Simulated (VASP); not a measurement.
# NaI (Fm-3m) in VASP: a series of runs

NaI is run at these levels: PBE; tasks: single point.

Everything below comes from runs of VASP 6.6.1. Logs are shortened: lines on timing, memory, paths and dates and some standing lists are left out, and cuts for length are marked.

**1. The cell of the first run**

Symmetry: Fm-3m, No. 225, cubic system. Conventional cell: a = 6.385 Å, b = 6.385 Å, c = 6.385 Å, α = 90.00°, β = 90.00°, γ = 90.00°. I (site symmetry m-3m) has 6 Na at 3.19 Å within 4.2 Å. Na (site symmetry m-3m) has 6 I at 3.19 Å within 4.2 Å.

**2. Single point, PBE**

INCAR reads:

```
PREC     = Accurate       # precision mode
ENCUT    = 520            # plane-wave cutoff, eV
EDIFF    = 1E-6           # SCF threshold, eV
ISMEAR   = -1             # smearing method
SIGMA    = 0.05           # smearing width, eV
LREAL    = False          # projectors in reciprocal space
LASPH    = True           # aspherical terms in the spheres
NELM     = 80             # most SCF steps
ALGO     = Normal         # electronic algorithm
ISIF     = 2              # what is computed and relaxed
LWAVE    = False          # write WAVECAR
LCHARG   = False          # write CHGCAR
GGA      = PE             # functional
NBANDS   = 14             # bands
```

KPOINTS reads:

```
Automatic mesh
0
Gamma
  7 7 7
```

POSCAR reads:

```
NaI
1.0
    0.0000000000      3.1926595029      3.1926595029
    3.1926595029      0.0000000000      3.1926595029
    3.1926595029      3.1926595029      0.0000000000
I Na
1 1
Direct
    0.5000000000      0.5000000000      0.5000000000
    0.0000000000      0.0000000000      0.0000000000
```

Potentials or basis: VASP PAW PBE potentials, release 64 (I, Na_pv).

On the command line:

```bash
cat potpaw_PBE.64/I/POTCAR potpaw_PBE.64/Na_pv/POTCAR > POTCAR
mpirun -np 1 vasp_std > vasp.out
```

OUTCAR:

```text
PREC = Accurate
   ENCUT = 520
   EDIFF = 1E-6
   ISMEAR = -1
   LREAL = False
   LASPH = True
   NELM = 80
   ISIF = 2
   GGA = PE

 ion  position               nearest neighbor table
   1  0.500  0.500  0.500-
   2  0.000  0.000  0.000-

  LATTYP: Found a face centered cubic cell.
 ALAT       =     6.3853190058

  Lattice vectors:

 A1 = (   0.0000000000,   3.1926595029,   3.1926595029)
 A2 = (   3.1926595029,   0.0000000000,   3.1926595029)
 A3 = (   3.1926595029,   3.1926595029,   0.0000000000)

Analysis of symmetry for initial positions (statically):
=====================================================================
 Subroutine PRICEL returns:
 Original cell was already a primitive cell.

 Routine SETGRP: Setting up the symmetry group for a
 face centered cubic supercell.

 Subroutine GETGRP returns: Found 48 space group operations
 (whereof 48 operations were pure point group operations)
 out of a pool of 48 trial point group operations.

The static configuration has the point symmetry O_h .

Analysis of symmetry for dynamics (positions and initial velocities):
=====================================================================
 Subroutine PRICEL returns:
 Original cell was already a primitive cell.

 Routine SETGRP: Setting up the symmetry group for a
 face centered cubic supercell.

 Subroutine GETGRP returns: Found 48 space group operations
 (whereof 48 operations were pure point group operations)
 out of a pool of 48 trial point group operations.

The dynamic configuration has the point symmetry O_h .

 Subroutine INISYM returns: Found 48 space group operations
 (whereof 48 operations are pure point group operations),
 and found     1 'primitive' translations

----------------------------------------------------------------------------------------

                                     Primitive cell

  volume of cell :      65.0860

  direct lattice vectors                    reciprocal lattice vectors
     0.000000000  3.192659503  3.192659503    -0.156609247  0.156609247  0.156609247
     3.192659503  0.000000000  3.192659503     0.156609247 -0.156609247  0.156609247
     3.192659503  3.192659503  0.000000000     0.156609247  0.156609247 -0.156609247

  length of vectors
     4.515102369  4.515102369  4.515102369     0.271255172  0.271255172  0.271255172

  position of ions in fractional coordinates (direct lattice)
     0.500000000  0.500000000  0.500000000
     0.000000000  0.000000000  0.000000000

  ion indices of the primitive-cell ions
   primitive index   ion index
                 1           1
                 2           2

----------------------------------------------------------------------------------------

 KPOINTS: Automatic mesh

Automatic generation of k-mesh.
 Grid dimensions read from file:
 generate k-points for:    7    7    7

 Generating k-lattice:

  Cartesian coordinates                     Fractional coordinates (reciprocal lattice)
    -0.022372750  0.022372750  0.022372750     0.142857143  0.000000000  0.000000000
     0.022372750 -0.022372750  0.022372750     0.000000000  0.142857143  0.000000000
     0.022372750  0.022372750 -0.022372750     0.000000000  0.000000000  0.142857143

  Length of vectors
     0.038750739  0.038750739  0.038750739

  Shift w.r.t. Gamma in fractional coordinates (k-lattice)
     0.000000000  0.000000000  0.000000000

 Subroutine IBZKPT returns following result:
 ===========================================

 Found     20 irreducible k-points:

 Following reciprocal coordinates:
            Coordinates               Weight
  0.000000  0.000000  0.000000      1.000000
  0.142857  0.000000  0.000000      8.000000
  0.285714  0.000000  0.000000      8.000000
  0.428571  0.000000  0.000000      8.000000
  0.142857  0.142857  0.000000      6.000000
  0.285714  0.142857  0.000000     24.000000
[... 12 lines left out ...]
 -0.428571  0.428571  0.142857     24.000000
 -0.285714  0.428571  0.142857     24.000000
   k-points           NKPTS =     20   k-points in BZ     NKDIM =     20   number of bands    NBANDS=     14
   number of dos      NEDOS =    301   number of ions     NIONS =      2
   total plane-waves  NPLWV =  46656
   dimension x,y,z NGX =    36 NGY =   36 NGZ =   36
   dimension x,y,z NGXF=    72 NGYF=   72 NGZF=   72
   ions per type =               1   1
   NGX,Y,Z   is equivalent  to a cutoff of  13.26, 13.26, 13.26 a.u.
   NGXF,Y,Z  is equivalent  to a cutoff of  26.51, 26.51, 26.51 a.u.
 SYSTEM =  unknown system
   PREC   = accura    normal or accurate (medium, high low for compatibility)
   ISTART =      0    job   : 0-new  1-cont  2-samecut
   ICHARG =      2    charge: 1-file 2-atom 10-const
   ISPIN  =      1    spin polarized calculation?
   LNONCOLLINEAR =      F non collinear calculations
   LSORBIT =      F    spin-orbit coupling
   LASPH  =      T    aspherical Exc in radial PAW
   ENCUT  =  520.0 eV  38.22 Ry    6.18 a.u.   8.40  8.40  8.40*2*pi/ulx,y,z
   NELM   =     80;   NELMIN=  2; NELMDL= -5     # of ELM steps
   EDIFF  = 0.1E-05   stopping-criterion for ELM
   LREAL  =      F    real-space projection
   EDIFFG = 0.1E-04   stopping-criterion for IOM
   NSW    =      0    number of steps for IOM
   IBRION =     -1    ionic relax: 0-MD 1-quasi-New 2-CG
   NFREE  =      0    steps in history (QN), initial steepest desc. (CG)
   ISIF   =      2    stress and relaxation
   ISYM   =      2    0-nonsym 1-usesym 2-fastsym
   POTIM  = 0.5000    time-step for ionic-motion
   TEBEG  =    0.0;   TEEND  =   0.0 temperature during run
   PSTRESS=    0.0 pullay stress
   NELECT =      14.0000    total number of electrons
   NUPDOWN=      -1.0000    fix difference up-down
   EMIN   =  10.00;   EMAX   =-10.00  energy-range for DOS
   EFERMI =   0.00;   METHOD = LEGACY
   ISMEAR =    -1;   SIGMA  =   0.05  broadening in eV -4-tet -1-fermi 0-gaus
   EFERMI_NEDOS =   21; number of points for ismear=-14 and -15
   IALGO  =     38    algorithm
   IMIX   =      4    mixing-type and parameters
     AMIX     =   0.40;   BMIX     =  1.00
     AMIX_MAG =   1.60;   BMIX_MAG =  1.00
  volume/ion in A,a.u.               =      32.54       219.61
  Fermi-wavevector in a.u.,A,eV,Ry     =   0.980893  1.853619 13.090856  0.962151
  Thomas-Fermi vector in A             =   2.111858
   LORBIT       =      0    0 simple, 1 ext, 2 COOP (PROOUT), +10 PAW based schemes
   GGA     = PE    functional components
   LHFCALC =     F    Hartree Fock is set to
   AEXX    =    0.0000 exact exchange contribution
   IVDW    =     0    specifies the selected vdW correction
   LEPSILON=     F    determine dielectric tensor
   LRPA    =     F    only Hartree local field effects (RPA)
 non-spin polarized calculation
  energy-cutoff  :      520.00
  volume of cell :       65.09
 maximum number of plane-waves:      1807
 NGX is ok and might be reduce to    36
   NGX = 17   NGY = 17   NGZ = 17

 number of electron      14.0000001 magnetization

 Free energy of the ion-electron system (eV)
  ---------------------------------------------------
  ext. energy  EPLUGINS =         0.00000000
  ---------------------------------------------------
  free energy    TOTEN  =        -5.37135069 eV

  energy without entropy =       -5.37135069  energy(sigma->0) =       -5.37135069

 E-fermi :   2.1618     XC(G=0):  -7.8705

 val. band max:        1.0978651987   @ k =   0.0000   0.0000   0.0000
 cond. band min:       4.8510624406   @ k =   0.0000   0.0000   0.0000
 fundamental gap:      3.7531972418
 Fermi energy:         2.1617564102

 k-point     1 :       0.0000    0.0000    0.0000
  band No.  band energies     occupation
      1     -21.2974      2.00000
      2     -21.2974      2.00000
      3     -21.2974      2.00000
      4     -10.0290      2.00000
      5       1.0979      2.00000
      6       1.0979      2.00000
      7       1.0979      2.00000
      8       4.8511      0.00000
      9       9.0259      0.00000
     10       9.0259      0.00000
     11       9.0259      0.00000
     12      10.9125      0.00000
     13      10.9125      0.00000
     14      11.5583      0.00000

 k-point     2 :       0.1429    0.0000    0.0000
  band No.  band energies     occupation
      1     -21.2986      2.00000
      2     -21.2975      2.00000
      3     -21.2974      2.00000
      4      -9.9667      2.00000
      5       0.4836      2.00000
      6       1.0354      2.00000
      7       1.0354      2.00000
      8       5.5160      0.00000
      9       8.6109      0.00000
     10       9.2142      0.00000
     11       9.2142      0.00000
     12      10.4377      0.00000
     13      10.4377      0.00000
     14      12.1323      0.00000

 k-point     3 :       0.2857    0.0000    0.0000
  band No.  band energies     occupation
      1     -21.3014      2.00000
      2     -21.2976      2.00000
      3     -21.2976      2.00000
      4      -9.8194      2.00000
      5      -0.5128      2.00000
      6       0.9033      2.00000
      7       0.9033      2.00000
      8       6.2117      0.00000
      9       8.9079      0.00000
     10       8.9821      0.00000
     11       8.9821      0.00000
     12      10.9897      0.00000
     13      10.9897      0.00000
     14      11.5008      0.00000
[... 256 lines left out ...]
 k-point    19 :      -0.4286    0.4286    0.1429
  band No.  band energies     occupation
      1     -21.3018      2.00000
      2     -21.2998      2.00000
      3     -21.2993      2.00000
      4      -9.5993      2.00000
      5      -0.7557      2.00000
      6       0.0351      2.00000
      7       0.2511      2.00000
      8       6.4357      0.00000
      9       7.3863      0.00000
     10       9.3960      0.00000
     11      10.7088      0.00000
     12      12.4018      0.00000
     13      13.3679      0.00000
     14      14.4250      0.00000

 k-point    20 :      -0.2857    0.4286    0.1429
  band No.  band energies     occupation
      1     -21.3010      2.00000
      2     -21.3010      2.00000
      3     -21.2991      2.00000
      4      -9.5856      2.00000
      5      -0.4993      2.00000
      6      -0.4335      2.00000
      7       0.2827      2.00000
      8       6.8805      0.00000
      9       8.1777      0.00000
     10       9.1174      0.00000
     11       9.4973      0.00000
     12      12.2526      0.00000
     13      12.8314      0.00000
     14      14.9826      0.00000

------------------------ aborting loop because EDIFF is reached ----------------------------------------

  FORCE on cell =-STRESS in cart. coord.  units (eV):
  Direction    XX          YY          ZZ          XY          YZ          ZX
  --------------------------------------------------------------------------------------
  -------------------------------------------------------------------------------------
  Total        0.4917724      0.4917724      0.4917724      0.0000000     -0.0000000     -0.0000000
  in kB       12.1056159     12.1056159     12.1056159      0.0000000     -0.0000000     -0.0000000
  external PRESSURE =      12.1056159 kB  Pullay stress =       0.0000000 kB

 VOLUME and BASIS-vectors are now :
 -----------------------------------------------------------------------------
  energy-cutoff  :      520.00
  volume of cell :       65.09
      direct lattice vectors                 reciprocal lattice vectors
     0.000000000  3.192659503  3.192659503    -0.156609247  0.156609247  0.156609247
     3.192659503  0.000000000  3.192659503     0.156609247 -0.156609247  0.156609247
     3.192659503  3.192659503  0.000000000     0.156609247  0.156609247 -0.156609247

 POSITION                                       TOTAL-FORCE (eV/Angst)
 -----------------------------------------------------------------------------------
      3.19266      3.19266      3.19266         0.000000      0.000000      0.000000
      0.00000      0.00000      0.00000         0.000000     -0.000000     -0.000000
 -----------------------------------------------------------------------------------
    total drift:                                0.000000      0.000000      0.000000

  FREE ENERGIE OF THE ION-ELECTRON SYSTEM (eV)
  ---------------------------------------------------
  free  energy   TOTEN  =        -5.3713506920 eV

  energy  without entropy=       -5.3713506920  energy(sigma->0) =       -5.37135069
```

Wall time 12 s (1 thread of Intel Xeon Platinum 8488C (Sapphire Rapids), shared host); peak memory 0.2 GiB.

Results:

| Item | Value |
| --- | --- |
| Free energy | -5.3714 eV |
| Pressure | 1.2 GPa |
| Band gap on the k mesh | 3.75 eV, direct |

Caveat: spin-orbit coupling is left out, which moves the levels of the heavy elements. Expect the measured gap to be larger: semilocal functionals such as PBE lack the derivative discontinuity.

**3. Single point, PBE**

This run uses another cell than the first one, of 34.58 Å³/atom, 1.063 times its volume.

INCAR reads:

```
SYSTEM = NaI
  PREC = Accurate
  ENCUT = 520
  EDIFF = 1E-6
  ISMEAR = -1
  SIGMA = 0.05
  LREAL = .False.
  LASPH = .True.
  NELM = 60
  ALGO = Normal
  ISIF = 2
  LWAVE = .False.
  LCHARG = .True.
  GGA = PE
  LELF = .True.
  LVHAR = .True.
  NBANDS = 14
```

KPOINTS reads:

```
regular mesh
0
Gamma
  7 7 7
  0 0 0
```

POSCAR reads:

```
NaI
1.0
    0.0000000000      3.2578337372      3.2578337372
    3.2578337372      0.0000000000      3.2578337372
    3.2578337372      3.2578337372      0.0000000000
I Na
1 1
Direct
    0.5000000000      0.5000000000      0.5000000000
    0.0000000000      0.0000000000      0.0000000000
```

Potentials or basis: VASP PAW PBE potentials, release 64 (I, Na_pv).

On the command line:

```bash
cat potpaw_PBE.64/I/POTCAR potpaw_PBE.64/Na_pv/POTCAR > POTCAR
mpirun -np 1 vasp_std > vasp.out
```

OUTCAR:

```text
SYSTEM = NaI
   PREC = Accurate
   ENCUT = 520
   EDIFF = 1E-6
   ISMEAR = -1
   LREAL = .False.
   LASPH = .True.
   NELM = 60
   ISIF = 2
   GGA = PE

 ion  position               nearest neighbor table
   1  0.500  0.500  0.500-
   2  0.000  0.000  0.000-

  LATTYP: Found a face centered cubic cell.
 ALAT       =     6.5156674744

  Lattice vectors:

 A1 = (   0.0000000000,   3.2578337372,   3.2578337372)
 A2 = (   3.2578337372,   0.0000000000,   3.2578337372)
 A3 = (   3.2578337372,   3.2578337372,   0.0000000000)

Analysis of symmetry for initial positions (statically):
=====================================================================
 Subroutine PRICEL returns:
 Original cell was already a primitive cell.

 Routine SETGRP: Setting up the symmetry group for a
 face centered cubic supercell.

 Subroutine GETGRP returns: Found 48 space group operations
 (whereof 48 operations were pure point group operations)
 out of a pool of 48 trial point group operations.

The static configuration has the point symmetry O_h .

Analysis of symmetry for dynamics (positions and initial velocities):
[... 167 lines left out ...]
      5       0.6709      2.00000
      6       0.6709      2.00000
      7       0.6709      2.00000
      8       4.2598      0.00000
      9       8.5995      0.00000
     10       8.5995      0.00000
     11       8.5995      0.00000
     12      10.3855      0.00000
     13      10.3855      0.00000
     14      11.0915      0.00000
[... 309 lines left out ...]
      1     -21.7952      2.00000
      2     -21.7952      2.00000
      3     -21.7938      2.00000
      4      -9.9273      2.00000
      5      -0.7624      2.00000
      6      -0.7047      2.00000
      7      -0.0557      2.00000
      8       6.3521      0.00000
      9       7.6582      0.00000
     10       8.5658      0.00000
     11       8.9223      0.00000
     12      11.5303      0.00000
     13      12.1697      0.00000
     14      14.1389      0.00000

------------------------ aborting loop because EDIFF is reached ----------------------------------------

  FORCE on cell =-STRESS in cart. coord.  units (eV):
  Direction    XX          YY          ZZ          XY          YZ          ZX
  --------------------------------------------------------------------------------------
  -------------------------------------------------------------------------------------
  Total        0.0452944      0.0452944      0.0452944      0.0000000      0.0000000      0.0000000
  in kB        1.0493945      1.0493945      1.0493945      0.0000000      0.0000000      0.0000000
  external PRESSURE =       1.0493945 kB  Pullay stress =       0.0000000 kB

 VOLUME and BASIS-vectors are now :
 -----------------------------------------------------------------------------
  energy-cutoff  :      520.00
  volume of cell :       69.15
      direct lattice vectors                 reciprocal lattice vectors
     0.000000000  3.257833737  3.257833737    -0.153476218  0.153476218  0.153476218
     3.257833737  0.000000000  3.257833737     0.153476218 -0.153476218  0.153476218
     3.257833737  3.257833737  0.000000000     0.153476218  0.153476218 -0.153476218

 POSITION                                       TOTAL-FORCE (eV/Angst)
 -----------------------------------------------------------------------------------
      3.25783      3.25783      3.25783        -0.000000      0.000000     -0.000000
      0.00000      0.00000      0.00000         0.000000     -0.000000      0.000000
 -----------------------------------------------------------------------------------
    total drift:                                0.000000      0.000000      0.000000

  FREE ENERGIE OF THE ION-ELECTRON SYSTEM (eV)
  ---------------------------------------------------
  free  energy   TOTEN  =        -5.3873609719 eV

  energy  without entropy=       -5.3873609719  energy(sigma->0) =       -5.38736097
```

Wall time 14 s (1 thread of Intel Xeon Platinum 8488C (Sapphire Rapids), shared host); peak memory 0.2 GiB.

What came out:

- Free energy: -5.3874 eV
- Pressure: 0.1 GPa
- Band gap on the k mesh: 3.59 eV, direct

Caveat: spin-orbit coupling is left out, which moves the levels of the heavy elements. PBE gaps usually lie below the measured ones, often by a third to a half.
